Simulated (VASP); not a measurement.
# Ti (P6/mmm) in VASP: further runs

Runs on Ti. Level: r2SCAN. Tasks: single point.

All numbers are computed with VASP 6.6.1; they aren't measurements. Logs are shortened: lines on timing, memory, paths and dates and some standing lists are left out, and cuts for length are marked.

## (1) The cell of the first run

The structure is hexagonal, space group P6/mmm (No. 191). The conventional cell has a = 4.568 Å, b = 4.568 Å, c = 2.881 Å, α = 90.00°, β = 90.00°, γ = 120.00°. Within 3.8 Å of Ti (site symmetry 6/mmm) lie 14 Ti at 2.88 to 3.01 Å. Ti (site symmetry -6m2) has 11 Ti at 2.64 to 3.01 Å within 3.5 Å.

## (2) Single point, r2SCAN (strain along c alone, the other axes held: +2.0 %)

The input, POSCAR:

```
Ti
1.0
    4.5680217014      0.0000000000      0.0000000000
   -2.2840108507      3.9560228385      0.0000000000
    0.0000000000      0.0000000000      2.8810541964
Ti
3
Direct
    0.0000000000      0.0000000000      0.0000000000
    0.3333333333      0.6666666667      0.5000000000
    0.6666666667      0.3333333333      0.5000000000
```

The input, INCAR.step1:

```
PREC = Accurate ; ENCUT = 520
ISMEAR = 0 ; SIGMA = 0.1
LREAL = F ; LASPH = T
NELM = 100 ; NBANDS = 25
GGA = PE ; ALGO = Normal
EDIFF = 1E-4 ; LWAVE = T
LCHARG = F
```

The input, INCAR.step2:

```
PREC = Accurate ; ENCUT = 520
EDIFF = 1E-6 ; ISMEAR = 0
SIGMA = 0.1 ; LREAL = F
LASPH = T ; NELM = 100
ALGO = Normal ; ISIF = 2
LWAVE = F ; LCHARG = F
METAGGA = R2SCAN ; LMIXTAU = T
NBANDS = 25 ; ISTART = 1
```

The input, KPOINTS:

```
regular mesh
0
Gamma
  12 12 18
```

Potentials or basis: VASP PAW PBE potentials, release 64 (Ti_sv).

The run is started by

```console
$ cat potpaw_PBE.64/Ti_sv/POTCAR > POTCAR
$ cp INCAR.step1 INCAR
$ mpirun -np 1 vasp_std > vasp.out
$ cp INCAR.step2 INCAR
$ mpirun -np 1 vasp_std > vasp.out
```

OUTCAR:

```text
PREC = Accurate
   ENCUT = 520
   EDIFF = 1E-6
   ISMEAR = 0
   LREAL = F
   LASPH = T
   NELM = 100
   ISIF = 2
   METAGGA = R2SCAN
   ISTART = 1

 ion  position               nearest neighbor table
   1  0.000  0.000  0.000-
   2  0.333  0.667  0.500-   3 2.64   3 2.64   3 2.64
   3  0.667  0.333  0.500-   2 2.64   2 2.64   2 2.64

  LATTYP: Found a hexagonal cell.
 ALAT       =     4.5680217014
 C/A-ratio  =     0.6307006369

  Lattice vectors:

 A1 = (   4.5680217014,   0.0000000000,   0.0000000000)
 A2 = (  -2.2840108507,   3.9560228385,   0.0000000000)
 A3 = (   0.0000000000,   0.0000000000,   2.8810541964)

Analysis of symmetry for initial positions (statically):
=====================================================================
 Subroutine PRICEL returns:
 Original cell was already a primitive cell.

 Routine SETGRP: Setting up the symmetry group for a
 hexagonal supercell.

 Subroutine GETGRP returns: Found 24 space group operations
 (whereof 24 operations were pure point group operations)
 out of a pool of 24 trial point group operations.

The static configuration has the point symmetry D_6h.

Analysis of symmetry for dynamics (positions and initial velocities):
=====================================================================
 Subroutine PRICEL returns:
 Original cell was already a primitive cell.

 Routine SETGRP: Setting up the symmetry group for a
 hexagonal supercell.

 Subroutine GETGRP returns: Found 24 space group operations
 (whereof 24 operations were pure point group operations)
 out of a pool of 24 trial point group operations.

The dynamic configuration has the point symmetry D_6h.

 Subroutine INISYM returns: Found 24 space group operations
 (whereof 24 operations are pure point group operations),
 and found     1 'primitive' translations

----------------------------------------------------------------------------------------

                                     Primitive cell

  volume of cell :      52.0641

  direct lattice vectors                    reciprocal lattice vectors
     4.568021701  0.000000000  0.000000000     0.218913146  0.126389564  0.000000000
    -2.284010851  3.956022839  0.000000000     0.000000000  0.252779127  0.000000000
     0.000000000  0.000000000  2.881054196     0.000000000  0.000000000  0.347095171

  length of vectors
     4.568021701  4.568021701  2.881054196     0.252779127  0.252779127  0.347095171

  position of ions in fractional coordinates (direct lattice)
     0.000000000  0.000000000  0.000000000
     0.333333333  0.666666667  0.500000000
     0.666666667  0.333333333  0.500000000

  ion indices of the primitive-cell ions
   primitive index   ion index
                 1           1
                 2           2
                 3           3

----------------------------------------------------------------------------------------

 KPOINTS: regular mesh

Automatic generation of k-mesh.
 Grid dimensions read from file:
 generate k-points for:   12   12   18

 Generating k-lattice:

  Cartesian coordinates                     Fractional coordinates (reciprocal lattice)
     0.018242762  0.010532464  0.000000000     0.083333333  0.000000000  0.000000000
     0.000000000  0.021064927  0.000000000     0.000000000  0.083333333  0.000000000
     0.000000000  0.000000000  0.019283065     0.000000000  0.000000000  0.055555556

  Length of vectors
     0.021064927  0.021064927  0.019283065

  Shift w.r.t. Gamma in fractional coordinates (k-lattice)
     0.000000000  0.000000000  0.000000000

 Subroutine IBZKPT returns following result:
 ===========================================

 Found    190 irreducible k-points:

 Following reciprocal coordinates:
            Coordinates               Weight
  0.000000  0.000000  0.000000      1.000000
  0.083333  0.000000  0.000000      6.000000
  0.166667  0.000000  0.000000      6.000000
  0.250000 -0.000000  0.000000      6.000000
  0.333333 -0.000000  0.000000      6.000000
  0.416667  0.000000  0.000000      6.000000
[... 16 lines left out ...]
  0.250000 -0.000000  0.055556     12.000000
  0.333333 -0.000000  0.055556     12.000000
 [... further k-points ...]
   k-points           NKPTS =    190   k-points in BZ     NKDIM =    190   number of bands    NBANDS=     25
   number of dos      NEDOS =    301   number of ions     NIONS =      3
   total plane-waves  NPLWV =  31104
   dimension x,y,z NGX =    36 NGY =   36 NGZ =   24
   dimension x,y,z NGXF=    72 NGYF=   72 NGZF=   48
   ions per type =               3
   NGX,Y,Z   is equivalent  to a cutoff of  13.10, 13.10, 13.85 a.u.
   NGXF,Y,Z  is equivalent  to a cutoff of  26.20, 26.20, 27.70 a.u.
 SYSTEM =  unknown system
   PREC   = accura    normal or accurate (medium, high low for compatibility)
   ISTART =      1    job   : 0-new  1-cont  2-samecut
   ICHARG =      0    charge: 1-file 2-atom 10-const
   ISPIN  =      1    spin polarized calculation?
   LNONCOLLINEAR =      F non collinear calculations
   LSORBIT =      F    spin-orbit coupling
   LASPH  =      T    aspherical Exc in radial PAW
   ENCUT  =  520.0 eV  38.22 Ry    6.18 a.u.   8.49  8.49  5.36*2*pi/ulx,y,z
   NELM   =    100;   NELMIN=  2; NELMDL=  0     # of ELM steps
   EDIFF  = 0.1E-05   stopping-criterion for ELM
   LREAL  =      F    real-space projection
   EDIFFG = 0.1E-04   stopping-criterion for IOM
   NSW    =      0    number of steps for IOM
   IBRION =     -1    ionic relax: 0-MD 1-quasi-New 2-CG
   NFREE  =      0    steps in history (QN), initial steepest desc. (CG)
   ISIF   =      2    stress and relaxation
   ISYM   =      2    0-nonsym 1-usesym 2-fastsym
   POTIM  = 0.5000    time-step for ionic-motion
   TEBEG  =    0.0;   TEEND  =   0.0 temperature during run
   PSTRESS=    0.0 pullay stress
   NELECT =      36.0000    total number of electrons
   NUPDOWN=      -1.0000    fix difference up-down
   EMIN   =  10.00;   EMAX   =-10.00  energy-range for DOS
   EFERMI =   0.00;   METHOD = LEGACY
   ISMEAR =     0;   SIGMA  =   0.10  broadening in eV -4-tet -1-fermi 0-gaus
   EFERMI_NEDOS =   21; number of points for ismear=-14 and -15
   IALGO  =     38    algorithm
   IMIX   =      4    mixing-type and parameters
     AMIX     =   0.40;   BMIX     =  1.00
     AMIX_MAG =   1.60;   BMIX_MAG =  1.00
  volume/ion in A,a.u.               =      17.35       117.12
  Fermi-wavevector in a.u.,A,eV,Ry     =   1.447648  2.735657 28.513508  2.095684
  Thomas-Fermi vector in A             =   2.565579
   LORBIT       =      0    0 simple, 1 ext, 2 COOP (PROOUT), +10 PAW based schemes
   METAGGA = R2SCAN    functional components
   LHFCALC =     F    Hartree Fock is set to
   AEXX    =    0.0000 exact exchange contribution
   IVDW    =     0    specifies the selected vdW correction
   LEPSILON=     F    determine dielectric tensor
   LRPA    =     F    only Hartree local field effects (RPA)
 non-spin polarized calculation
 Gauss-broadening in eV      SIGMA  =   0.10
  energy-cutoff  :      520.00
  volume of cell :       52.06
 maximum number of plane-waves:      1432
 NGX is ok and might be reduce to    36
   NGX = 17   NGY = 17   NGZ = 11

 number of electron      35.9999996 magnetization

 Free energy of the ion-electron system (eV)
  ---------------------------------------------------
  ext. energy  EPLUGINS =         0.00000000
  ---------------------------------------------------
  free energy    TOTEN  =       -38.89088310 eV

  energy without entropy =      -38.87863687  energy(sigma->0) =      -38.88475999

 E-fermi :   8.3200     XC(G=0): -12.4011

 val. band max:        8.3199929332   @ k =   0.4167   0.1667   0.1111
 cond. band min:       8.3253452700   @ k =   0.3333   0.1667   0.0556
 fundamental gap:      0.0053523368
 Fermi energy:         8.3200305911

 k-point     1 :       0.0000    0.0000    0.0000
  band No.  band energies     occupation
      1     -51.0076      2.00000
      2     -50.7431      2.00000
      3     -50.5729      2.00000
      4     -26.2687      2.00000
      5     -26.2686      2.00000
      6     -26.1836      2.00000
[... 17 lines left out ...]
     24      10.1065      0.00000
     25      10.2440      0.00000

 k-point     2 :       0.0833    0.0000    0.0000
  band No.  band energies     occupation
      1     -51.0066      2.00000
      2     -50.7414      2.00000
      3     -50.5757      2.00000
      4     -26.2965      2.00000
      5     -26.2913      2.00000
      6     -26.1555      2.00000
[... 17 lines left out ...]
     24       9.9443      0.00000
     25      10.4582      0.00000

 k-point     3 :       0.1667    0.0000    0.0000
  band No.  band energies     occupation
      1     -51.0040      2.00000
      2     -50.7360      2.00000
      3     -50.5839      2.00000
      4     -26.3424      2.00000
      5     -26.3153      2.00000
      6     -26.1090      2.00000
[... 17 lines left out ...]
     24       9.9763      0.00000
     25      10.7158      0.00000

 k-point     4 :       0.2500   -0.0000    0.0000
  band No.  band energies     occupation
      1     -51.0005      2.00000
      2     -50.7271      2.00000
      3     -50.5967      2.00000
      4     -26.3848      2.00000
      5     -26.3177      2.00000
      6     -26.0658      2.00000
[... 17 lines left out ...]
     24      10.2379      0.00000
     25      10.9795      0.00000
[... 477 lines left out ...]
 k-point    22 :       0.1667    0.0000    0.0556
  band No.  band energies     occupation
      1     -51.0023      2.00000
      2     -50.7349      2.00000
      3     -50.5826      2.00000
      4     -26.3387      2.00000
      5     -26.3123      2.00000
      6     -26.1086      2.00000
[... 17 lines left out ...]
     24       9.9794      0.00000
     25      10.7671      0.00000

 k-point    23 :       0.2500   -0.0000    0.0556
  band No.  band energies     occupation
      1     -50.9989      2.00000
      2     -50.7259      2.00000
      3     -50.5954      2.00000
      4     -26.3807      2.00000
      5     -26.3151      2.00000
      6     -26.0662      2.00000
[... 17 lines left out ...]
     24      10.2235      0.00000
     25      11.0435      0.00000

 k-point    24 :       0.3333   -0.0000    0.0556
  band No.  band energies     occupation
      1     -50.9957      2.00000
      2     -50.7140      2.00000
      3     -50.6109      2.00000
      4     -26.4134      2.00000
      5     -26.2951      2.00000
      6     -26.0330      2.00000
[... 17 lines left out ...]
     24      10.5392      0.00000
     25      10.9976      0.00000

 [... further k-points ...]
[... 5 lines left out ...]
  --------------------------------------------------------------------------------------
  -------------------------------------------------------------------------------------
  Total       -0.1811408     -0.1811408     -1.5345670      0.0000000      0.0000000     -0.0000000
  in kB       -5.5742754     -5.5742754    -47.2234871      0.0000000      0.0000000     -0.0000000
  external PRESSURE =     -19.4573460 kB  Pullay stress =       0.0000000 kB

 VOLUME and BASIS-vectors are now :
 -----------------------------------------------------------------------------
  energy-cutoff  :      520.00
  volume of cell :       52.06
      direct lattice vectors                 reciprocal lattice vectors
     4.568021701  0.000000000  0.000000000     0.218913146  0.126389564  0.000000000
    -2.284010851  3.956022839  0.000000000     0.000000000  0.252779127  0.000000000
     0.000000000  0.000000000  2.881054196     0.000000000  0.000000000  0.347095171

 POSITION                                       TOTAL-FORCE (eV/Angst)
 -----------------------------------------------------------------------------------
      0.00000      0.00000      0.00000        -0.000000      0.000000     -0.000000
     -0.00000      2.63735      1.44053        -0.000000      0.000000      0.000000
      2.28401      1.31867      1.44053         0.000000     -0.000000     -0.000000
 -----------------------------------------------------------------------------------
    total drift:                                0.000000      0.000000     -0.000000

  FREE ENERGIE OF THE ION-ELECTRON SYSTEM (eV)
  ---------------------------------------------------
  free  energy   TOTEN  =       -38.8908830986 eV

  energy  without entropy=      -38.8786368731  energy(sigma->0) =      -38.88475999
```

Run time: 7.5 min. Hardware: 1 thread of Intel Xeon 6975P-C (Granite Rapids), shared host; peak memory 0.32 GiB.

What came out:

| Property | Result |
| --- | --- |
| Free energy | -38.8909 eV |
| Pressure | -1.9 GPa |
| Band gap on the k mesh | zero (band 18 reaches 8.56 eV, above the bottom of band 19 at 8.24 eV) |

Stress tensor (GPa, compression positive):
```
-0.56  0.00  0.00
 0.00 -0.56  0.00
 0.00  0.00 -4.72
```

Caveat: the cell differs from its parent crystal (strain along c alone, the other axes held: +2.0 %); the PAW data sets were made with another functional, which shifts forces and pressure a little.

## (3) Single point, r2SCAN (strain along c alone, the other axes held: +3.0 %)

POSCAR: that of step 2 with these lines changed.

```diff
@@ -4,3 +4,3 @@
    -2.2840108507      3.9560228385      0.0000000000
-    0.0000000000      0.0000000000      2.8810541964
+    0.0000000000      0.0000000000      2.9092998258
 Ti
```

The input, INCAR.step1:

```
PREC = Accurate
ENCUT = 520
ISMEAR = 0
SIGMA = 0.1
LREAL = False
LASPH = True
NELM = 100
NBANDS = 25
GGA = PE
ALGO = Normal
EDIFF = 1E-4
LWAVE = True
LCHARG = False
```

The input, INCAR.step2:

```
PREC = Accurate
ENCUT = 520
EDIFF = 1E-7
ISMEAR = 0
SIGMA = 0.1
LREAL = False
LASPH = True
NELM = 100
ALGO = Normal
ISIF = 2
LWAVE = False
LCHARG = False
METAGGA = R2SCAN
LMIXTAU = True
NBANDS = 25
ISTART = 1
```

KPOINTS is that of step 2.

Potentials or basis: VASP PAW PBE potentials, release 64 (Ti_sv).

The run is started by

```console
$ cat potpaw_PBE.64/Ti_sv/POTCAR > POTCAR
$ cp INCAR.step1 INCAR
$ mpirun -np 1 vasp_std > vasp.out
$ cp INCAR.step2 INCAR
$ mpirun -np 1 vasp_std > vasp.out
```

OUTCAR:

```text
PREC = Accurate
   ENCUT = 520
   EDIFF = 1E-7
   ISMEAR = 0
   LREAL = False
   LASPH = True
   NELM = 100
   ISIF = 2
   METAGGA = R2SCAN
   ISTART = 1

 ion  position               nearest neighbor table
   1  0.000  0.000  0.000-
   2  0.333  0.667  0.500-   3 2.64   3 2.64   3 2.64
   3  0.667  0.333  0.500-   2 2.64   2 2.64   2 2.64

  LATTYP: Found a hexagonal cell.
 ALAT       =     4.5680217014
 C/A-ratio  =     0.6368839765

  Lattice vectors:

 A1 = (   4.5680217014,   0.0000000000,   0.0000000000)
 A2 = (  -2.2840108507,   3.9560228385,   0.0000000000)
 A3 = (   0.0000000000,   0.0000000000,   2.9092998258)

Analysis of symmetry for initial positions (statically):
=====================================================================
 Subroutine PRICEL returns:
 Original cell was already a primitive cell.

 Routine SETGRP: Setting up the symmetry group for a
 hexagonal supercell.

 Subroutine GETGRP returns: Found 24 space group operations
 (whereof 24 operations were pure point group operations)
 out of a pool of 24 trial point group operations.

[... 156 lines left out ...]

 Free energy of the ion-electron system (eV)
  ---------------------------------------------------
  ext. energy  EPLUGINS =         0.00000000
  ---------------------------------------------------
  free energy    TOTEN  =       -38.87241091 eV

  energy without entropy =      -38.85957043  energy(sigma->0) =      -38.86599067

 E-fermi :   8.2248     XC(G=0): -12.3499

 val. band max:        8.2245729054   @ k =   0.5000   0.0000   0.2222
 cond. band min:       8.2345428266   @ k =   0.4167   0.1667   0.1111
 fundamental gap:      0.0099699212
 Fermi energy:         8.2247792748

 k-point     1 :       0.0000    0.0000    0.0000
  band No.  band energies     occupation
      1     -51.1346      2.00000
      2     -50.8631      2.00000
      3     -50.6919      2.00000
      4     -26.3924      2.00000
      5     -26.3923      2.00000
      6     -26.3013      2.00000
[... 661 lines left out ...]
     24      10.4309      0.00000
     25      10.8320      0.00000

 [... further k-points ...]
[... 5 lines left out ...]
  --------------------------------------------------------------------------------------
  -------------------------------------------------------------------------------------
  Total       -0.3409970     -0.3409970     -2.3075060      0.0000000      0.0000000     -0.0000000
  in kB      -10.3916797    -10.3916797    -70.3198596      0.0000000      0.0000000     -0.0000000
  external PRESSURE =     -30.3677397 kB  Pullay stress =       0.0000000 kB

 VOLUME and BASIS-vectors are now :
 -----------------------------------------------------------------------------
  energy-cutoff  :      520.00
  volume of cell :       52.57
      direct lattice vectors                 reciprocal lattice vectors
     4.568021701  0.000000000  0.000000000     0.218913146  0.126389564  0.000000000
    -2.284010851  3.956022839  0.000000000     0.000000000  0.252779127  0.000000000
     0.000000000  0.000000000  2.909299826     0.000000000  0.000000000  0.343725315

 POSITION                                       TOTAL-FORCE (eV/Angst)
 -----------------------------------------------------------------------------------
      0.00000      0.00000      0.00000         0.000000      0.000000      0.000000
     -0.00000      2.63735      1.45465        -0.000000     -0.000000     -0.000000
      2.28401      1.31867      1.45465         0.000000      0.000000      0.000000
 -----------------------------------------------------------------------------------
    total drift:                                0.000000      0.000000     -0.000000

  FREE ENERGIE OF THE ION-ELECTRON SYSTEM (eV)
  ---------------------------------------------------
  free  energy   TOTEN  =       -38.8724109065 eV

  energy  without entropy=      -38.8595704310  energy(sigma->0) =      -38.86599067
```

OUTCAR.step1:

```text
PREC = Accurate
   ENCUT = 520
   ISMEAR = 0
   LREAL = False
   LASPH = True
[... 898 lines left out ...]
      0.00000      0.00000      0.00000         0.000000      0.000000      0.000000
     -0.00000      2.63735      1.45465         0.000000      0.000000     -0.000000
      2.28401      1.31867      1.45465        -0.000000     -0.000000      0.000000
 -----------------------------------------------------------------------------------
    total drift:                                0.000000      0.000000     -0.000000

  FREE ENERGIE OF THE ION-ELECTRON SYSTEM (eV)
  ---------------------------------------------------
  free  energy   TOTEN  =       -23.5021024714 eV

  energy  without entropy=      -23.4880726160  energy(sigma->0) =      -23.49508754
```

Run time: 11 min. Hardware: 1 thread of Intel Xeon 6975P-C (Granite Rapids), shared host; peak memory 0.32 GiB.

What came out:

```
Free energy            : -38.8724 eV
Pressure               : -3.0 GPa
Band gap on the k mesh : zero (band 18 reaches 8.47 eV, above the bottom of band 19 at 8.13 eV)
```

Caveat: the cell differs from its parent crystal (strain along c alone, the other axes held: +3.0 %); the PAW data sets were made with another functional, which shifts forces and pressure a little.
